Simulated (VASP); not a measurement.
Wanted: the native input for a VASP 6.6.1 run.

```
Task                   : single point
Functional             : PBE
Potentials or basis    : VASP PAW PBE potentials, release 64 (Ba_sv, Hf_pv)
Cutoff                 : 520 eV
k mesh                 : 6 × 6 × 4
Occupations            : gaussian, width 0.1 eV
Spin                   : no spin polarisation
Dipole correction      : no
Further INCAR settings : ALGO = Normal; EDIFF = 1e-06; NBANDS = 17
```

The structure of BaHf lies in POSCAR:

```
BaHf
1.0
    3.4106636777      0.0000000000      0.0000000000
   -1.7053318389      2.9537213887      0.0000000000
    0.0000000000      0.0000000000      6.1675400936
Ba Hf
1 1
Direct
    0.0000000000      0.0000000000      0.0000000000
    0.6666666667      0.3333333333      0.5000000000
```

These files were run (other wordings do the same):

INCAR

```
PREC = Accurate ; ENCUT = 520
EDIFF = 1E-6 ; ISMEAR = 0
SIGMA = 0.1 ; LREAL = False
LASPH = True ; NELM = 80
ALGO = Normal ; ISIF = 2
LWAVE = False ; LCHARG = True
GGA = PE ; LELF = True
LVHAR = True ; NBANDS = 17
```

KPOINTS

```
Automatic mesh
0
Gamma
  6 6 4
```

Potentials or basis: VASP PAW PBE potentials, release 64 (Ba_sv, Hf_pv).

Run with:

```bash
$ cat potpaw_PBE.64/Ba_sv/POTCAR potpaw_PBE.64/Hf_pv/POTCAR > POTCAR
$ mpirun -np 1 vasp_std > vasp.out
```

It gave:

```json
{
 "Pressure": "0.8 GPa",
 "Band gap on the k mesh": "zero (bands 10 and 11 overlap by 1.29 eV)"
}
```

Caveat: spin-orbit coupling is left out, which moves the levels of the heavy elements.

Run time: 35 s on 1 thread of Oxide Virtual Turin-like Processor (shared host), peak memory 0.16 GiB.
